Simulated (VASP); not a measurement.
# Ni3N2 (P6/mmm) in VASP: further runs

Runs on Ni3N2. Level: PBE. Tasks: single point.

Everything below comes from runs of VASP 6.6.1. Logs are shortened: lines on timing, memory, paths and dates and some standing lists are left out, and cuts for length are marked.

## 1. The cell of the first run

The structure is hexagonal, space group P6/mmm (No. 191). The conventional cell has a = 4.064 Å, b = 4.064 Å, c = 4.667 Å, α = 90.00°, β = 90.00°, γ = 120.00°. Ni (site symmetry -6m2) has 3 Ni at 2.35 Å and 6 N at 2.43 Å within 3.1 Å. Within 2.3 Å of Ni (site symmetry 6/mmm) lie 2 N at 1.72 Å. N (site symmetry 6mm) has 1 N at 1.23 Å within 1.7 Å.

## 2. Single point, PBE, collinear spin

INCAR reads:

```
SYSTEM = Ni3N2
PREC = Accurate
ENCUT = 520
EDIFF = 1E-7
ISMEAR = 0
SIGMA = 0.1
LREAL = .False.
LASPH = .True.
NELM = 150
ALGO = Normal
ISIF = 2
LWAVE = .False.
LCHARG = .False.
ISPIN = 2
MAGMOM = 0.37 0.37 0 0 0
LORBIT = 11
LMAXMIX = 4
GGA = PE
NBANDS = 32
```

KPOINTS reads:

```
regular mesh
0
Gamma
  12 12 8
  0 0 0
```

POSCAR reads:

```
Ni3N2
1.0
    4.0635771811      0.0000000000      0.0000000000
   -2.0317885905      3.5191610691      0.0000000000
    0.0000000000      0.0000000000      4.6670333826
Ni N
3 2
Direct
    0.3333333333      0.6666666667      0.5000000000
    0.6666666667      0.3333333333      0.5000000000
    0.0000000000      0.0000000000      0.0000000000
    0.0000000000      0.0000000000      0.3677672699
    0.0000000000      0.0000000000      0.6322327301
```

Potentials or basis: VASP PAW PBE potentials, release 64 (Ni, N).

Started as:

```bash
cat potpaw_PBE.64/Ni/POTCAR potpaw_PBE.64/N/POTCAR > POTCAR
mpirun -np 1 vasp_std > vasp.out
```

OUTCAR:

```text
SYSTEM = Ni3N2
   PREC = Accurate
   ENCUT = 520
   EDIFF = 1E-7
   ISMEAR = 0
   LREAL = .False.
   LASPH = .True.
   NELM = 150
   ISIF = 2
   ISPIN = 2
   LORBIT = 11
   GGA = PE

 ion  position               nearest neighbor table
   1  0.333  0.667  0.500-   2 2.35   2 2.35   2 2.35   5 2.43   4 2.43   5 2.43   4 2.43   5 2.43
                             4 2.43
   2  0.667  0.333  0.500-   1 2.35   1 2.35   1 2.35   5 2.43   4 2.43   4 2.43   5 2.43   4 2.43
                             5 2.43
   3  0.000  0.000  0.000-   4 1.72   5 1.72
   4  0.000  0.000  0.368-   5 1.23   3 1.72   1 2.43   2 2.43   1 2.43   2 2.43   2 2.43   1 2.43

   5  0.000  0.000  0.632-   4 1.23   3 1.72   1 2.43   2 2.43   1 2.43   2 2.43   2 2.43   1 2.43

  LATTYP: Found a hexagonal cell.
 ALAT       =     4.0635771811
 C/A-ratio  =     1.1485036889

  Lattice vectors:

 A1 = (   4.0635771811,   0.0000000000,   0.0000000000)
 A2 = (  -2.0317885905,   3.5191610691,   0.0000000000)
 A3 = (   0.0000000000,   0.0000000000,   4.6670333826)

Analysis of symmetry for initial positions (statically):
=====================================================================
 Subroutine PRICEL returns:
 Original cell was already a primitive cell.

 Routine SETGRP: Setting up the symmetry group for a
 hexagonal supercell.

 Subroutine GETGRP returns: Found 24 space group operations
 (whereof 24 operations were pure point group operations)
 out of a pool of 24 trial point group operations.

The static configuration has the point symmetry D_6h.

Analysis of symmetry for dynamics (positions and initial velocities):
=====================================================================
 Subroutine PRICEL returns:
 Original cell was already a primitive cell.

 Routine SETGRP: Setting up the symmetry group for a
 hexagonal supercell.

 Subroutine GETGRP returns: Found 24 space group operations
 (whereof 24 operations were pure point group operations)
 out of a pool of 24 trial point group operations.

The dynamic configuration has the point symmetry D_6h.

Analysis of structural, dynamic, and magnetic symmetry:
=====================================================================
 Subroutine PRICEL returns:
 Original cell was already a primitive cell.

 Routine SETGRP: Setting up the symmetry group for a
[... 137 lines left out ...]
   GGA     = PE    functional components
   LHFCALC =     F    Hartree Fock is set to
   AEXX    =    0.0000 exact exchange contribution
   IVDW    =     0    specifies the selected vdW correction
   LEPSILON=     F    determine dielectric tensor
   LRPA    =     F    only Hartree local field effects (RPA)
 spin polarized calculation
 Gauss-broadening in eV      SIGMA  =   0.10
  energy-cutoff  :      520.00
  volume of cell :       66.74
 maximum number of plane-waves:      1826
   NGX = 15   NGY = 15   NGZ = 17

 number of electron      39.9999976 magnetization       0.6278571

 Free energy of the ion-electron system (eV)
  ---------------------------------------------------
  ext. energy  EPLUGINS =         0.00000000
  ---------------------------------------------------
  free energy    TOTEN  =       -27.54095970 eV

  energy without entropy =      -27.51836859  energy(sigma->0) =      -27.52966414

 E-fermi :   5.1456     XC(G=0): -10.6199

 val. band max:        5.1452425401   @ k =   0.1667   0.1667   0.1250
 cond. band min:       5.1482709438   @ k =   0.2500   0.0833   0.3750
 fundamental gap:      0.0030284037
 Fermi energy:         5.1456249440

 spin component 1

 k-point     1 :       0.0000    0.0000    0.0000
  band No.  band energies     occupation
      1     -17.9974      1.00000
      2      -6.9450      1.00000
      3      -4.9251      1.00000
      4      -3.1873      1.00000
      5      -3.1873      1.00000
      6       1.1773      1.00000
[... 829 lines left out ...]
     31      16.4980      0.00000
     32      17.5281      0.00000

 [... further k-points ...]

 spin component 2

 k-point     1 :       0.0000    0.0000    0.0000
  band No.  band energies     occupation
      1     -17.9969      1.00000
      2      -6.9481      1.00000
      3      -4.9279      1.00000
      4      -3.1593      1.00000
      5      -3.1593      1.00000
      6       1.1674      1.00000
[... 829 lines left out ...]
     31      16.5248      0.00000
     32      17.5347      0.00000

 [... further k-points ...]

------------------------ aborting loop because EDIFF is reached ----------------------------------------

  FORCE on cell =-STRESS in cart. coord.  units (eV):
  Direction    XX          YY          ZZ          XY          YZ          ZX
  --------------------------------------------------------------------------------------
  -------------------------------------------------------------------------------------
  Total       -0.0063347     -0.0063347      0.2162774     -0.0000000     -0.0000000      0.0000000
  in kB       -0.1520723     -0.1520723      5.1919824     -0.0000000     -0.0000000      0.0000000
  external PRESSURE =       1.6292793 kB  Pullay stress =       0.0000000 kB

 VOLUME and BASIS-vectors are now :
 -----------------------------------------------------------------------------
  energy-cutoff  :      520.00
  volume of cell :       66.74
      direct lattice vectors                 reciprocal lattice vectors
     4.063577181  0.000000000  0.000000000     0.246088595  0.142079317  0.000000000
    -2.031788591  3.519161069  0.000000000     0.000000000  0.284158633  0.000000000
     0.000000000  0.000000000  4.667033383     0.000000000  0.000000000  0.214268877

 POSITION                                       TOTAL-FORCE (eV/Angst)
 -----------------------------------------------------------------------------------
     -0.00000      2.34611      2.33352        -0.000000      0.000000     -0.000000
      2.03179      1.17305      2.33352        -0.000000     -0.000000     -0.000000
      0.00000      0.00000      0.00000        -0.000000     -0.000000     -0.000000
      0.00000      0.00000      1.71638         0.000000      0.000000     -0.170377
      0.00000      0.00000      2.95065        -0.000000     -0.000000      0.170377
 -----------------------------------------------------------------------------------
    total drift:                                0.000000     -0.000000      0.000000

  FREE ENERGIE OF THE ION-ELECTRON SYSTEM (eV)
  ---------------------------------------------------
  free  energy   TOTEN  =       -27.5409596977 eV

  energy  without entropy=      -27.5183685899  energy(sigma->0) =      -27.52966414

 total charge

# of ion       s       p       d       tot
------------------------------------------
    1        0.369   0.258   8.493   9.120
    2        0.369   0.258   8.493   9.120
    3        0.433   0.517   8.520   9.470
    4        1.281   2.513   0.000   3.795
    5        1.281   2.513   0.000   3.795
--------------------------------------------------
tot          3.733   6.060  25.506  35.299

 magnetization (x)

# of ion       s       p       d       tot
------------------------------------------
    1       -0.010  -0.003   0.351   0.337
    2       -0.010  -0.003   0.351   0.337
    3       -0.000  -0.000  -0.021  -0.022
    4        0.000   0.000   0.000   0.000
    5        0.000   0.000   0.000   0.000
--------------------------------------------------
tot         -0.020  -0.007   0.680   0.653
```

OSZICAR:

```text
N       E                     dE             d eps       ncg     rms          rms(c)
DAV:   1     0.316358054869E+03    0.31636E+03   -0.17695E+04 12208   0.150E+03
DAV:   2     0.506977179384E+01   -0.31129E+03   -0.28855E+03 12680   0.336E+02
DAV:   3    -0.300747461633E+02   -0.35145E+02   -0.33214E+02 14432   0.126E+02
DAV:   4    -0.312441608825E+02   -0.11694E+01   -0.11599E+01 14040   0.239E+01
DAV:   5    -0.312736931862E+02   -0.29532E-01   -0.29524E-01 15656   0.357E+00    0.227E+01
DAV:   6    -0.375345960934E+02   -0.62609E+01   -0.46329E+01 15432   0.120E+02    0.323E+01
DAV:   7    -0.277909643449E+02    0.97436E+01   -0.22586E+01 15400   0.793E+01    0.818E+00
DAV:   8    -0.291516217659E+02   -0.13607E+01   -0.54843E+00 16360   0.533E+01    0.178E+01
DAV:   9    -0.275427204021E+02    0.16089E+01   -0.74983E+00 15464   0.332E+01    0.307E+00
DAV:  10    -0.275424134907E+02    0.30691E-03   -0.32196E-01 14512   0.584E+00    0.865E-01
DAV:  11    -0.275416078993E+02    0.80559E-03   -0.36328E-02 15296   0.263E+00    0.365E-01
DAV:  12    -0.275410670715E+02    0.54083E-03   -0.29430E-03 15104   0.746E-01    0.158E-01
DAV:  13    -0.275409546418E+02    0.11243E-03   -0.53715E-04 18096   0.248E-01    0.650E-02
DAV:  14    -0.275409688856E+02   -0.14244E-04   -0.12842E-04 15344   0.169E-01    0.444E-02
DAV:  15    -0.275409627793E+02    0.61063E-05   -0.26529E-05 15912   0.779E-02    0.227E-02
DAV:  16    -0.275409598514E+02    0.29279E-05   -0.43665E-06 16864   0.377E-02    0.760E-03
DAV:  17    -0.275409597019E+02    0.14948E-06   -0.18499E-06 16152   0.198E-02    0.263E-03
DAV:  18    -0.275409596977E+02    0.41741E-08   -0.10583E-07  8808   0.374E-03
   1 F= -.27540960E+02 E0= -.27529664E+02  d E =-.225911E-01  mag=     0.6278
```

It took 3.2 min on 1 thread of Intel Xeon 6975P-C (Granite Rapids), shared host; peak memory 0.4 GiB.

Results:

* Free energy: -27.5410 eV
* Pressure: 0.2 GPa
* Largest force: 0.170 eV/Å
* Net moment: 0.63 μB per cell
* Site moments: Ni +0.34, -0.02; N +0.00 μB
* Valence electrons inside the program's atomic spheres: Ni 9.12, 9.47; N 3.79

Forces on the atoms (eV/Å):
```
Ni   0.000  0.000  0.000
Ni   0.000  0.000  0.000
Ni   0.000  0.000  0.000
N    0.000  0.000 -0.170
N    0.000  0.000  0.170
```

Stress tensor (GPa, compression positive):
```
-0.02  0.00  0.00
 0.00 -0.02  0.00
 0.00  0.00  0.52
```

Caveat: the standard files for N, O and F lose accuracy on very short bonds.

## 3. Single point, PBE, collinear spin, ferromagnetic start

This run uses another cell than the first one, of 10.25 Å³/atom, 0.768 times its volume.

INCAR reads:

```
ALGO     = Normal         # electronic algorithm
EDIFF    = 1E-7           # SCF threshold, eV
ENCUT    = 520            # plane-wave cutoff, eV
GGA      = PE             # functional
ISIF     = 2              # what is computed and relaxed
ISMEAR   = 0              # smearing method
ISPIN    = 2              # spin polarisation
LASPH    = True           # aspherical terms in the spheres
LCHARG   = False          # write CHGCAR
LMAXMIX  = 4              # l up to which the mixer works
LORBIT   = 11             # projections on sites
LREAL    = False          # projectors in reciprocal space
LWAVE    = False          # write WAVECAR
MAGMOM   = 2 2 2 0 0      # initial moments
NBANDS   = 32             # bands
NELM     = 150            # most SCF steps
PREC     = Accurate       # precision mode
SIGMA    = 0.1            # smearing width, eV
```

KPOINTS reads:

```
k-points
0
Gamma
  6 6 4
```

POSCAR reads:

```
Ni3N2
1.0
    3.7799354000      0.0000000000      0.0000000000
   -1.8899677000      3.2735200800      0.0000000000
    0.0000000000      0.0000000000      4.1429417600
Ni N
3 2
Direct
    0.3333333300      0.6666666700      0.5000000000
    0.6666666700      0.3333333300      0.5000000000
    0.0000000000      0.0000000000      0.0000000000
    0.0000000000      0.0000000000      0.3498869300
    0.0000000000      0.0000000000      0.6501130700
```

Potentials or basis: VASP PAW PBE potentials, release 64 (Ni, N).

Started as:

```bash
cat potpaw_PBE.64/Ni/POTCAR potpaw_PBE.64/N/POTCAR > POTCAR
mpirun -np 1 vasp_std > vasp.out
```

Run time: 38 s. Hardware: 1 thread of Intel Xeon 6975P-C (Granite Rapids), shared host; peak memory 0.2 GiB.

The run converged. Its results:

```yaml
Free_energy: -23.8776 eV
Pressure: 68.7 GPa
Largest_force: 12.638 eV/Å
Net_moment: 0.49 μB per cell
Site_moments: Ni +0.25, -0.01; N +0.01 μB
Valence_electrons_inside_the_program's_atomic_spheres: Ni 9.43, 10.80; N 3.96
```

Forces on the atoms (eV/Å):
```
Ni    0.000   0.000   0.000
Ni    0.000   0.000   0.000
Ni    0.000   0.000   0.000
N     0.000   0.000  12.638
N     0.000   0.000 -12.638
```

Stress tensor (GPa, compression positive):
```
 30.32   0.00   0.00
  0.00  30.32   0.00
  0.00   0.00 145.39
```

Levels at points of the mesh, in eV from the Fermi level:
Spin up:
```tsv
k point	band 17	band 18	band 19	band 20	band 21	band 22	band 23	band 24
(0.00, 0.00, 0.00)	-0.97	-0.89	-0.38	-0.38	1.83	2.76	2.76	4.78
(0.50, 0.00, 0.00)	-1.32	-1.00	-0.91	-0.69	1.89	2.26	2.84	2.97
(0.00, 0.00, 0.50)	-1.76	-0.93	-0.74	0.26	0.26	0.45	0.45	3.16
(0.50, 0.00, 0.50)	-0.98	-0.96	-0.93	-0.64	-0.55	0.07	2.21	3.89
```
Spin down:
| k point | band 18 | band 19 | band 20 | band 21 | band 22 | band 23 |
| --- | --- | --- | --- | --- | --- | --- |
| (0.00, 0.00, 0.00) | -0.70 | -0.03 | -0.03 | 1.86 | 2.80 | 2.80 |
| (0.50, 0.00, 0.00) | -0.82 | -0.54 | -0.48 | 1.92 | 2.37 | 2.87 |
| (0.00, 0.00, 0.50) | -0.86 | -0.55 | 0.54 | 0.54 | 0.62 | 0.62 |
| (0.50, 0.00, 0.50) | -0.69 | -0.59 | -0.43 | -0.36 | 0.19 | 2.29 |

Caveat: the k points lie up to 0.38 Å⁻¹ apart; the standard files for N, O and F lose accuracy on very short bonds; forces of over 1 eV/Å act on the atoms, so gaps and moduli don't describe the material at rest.
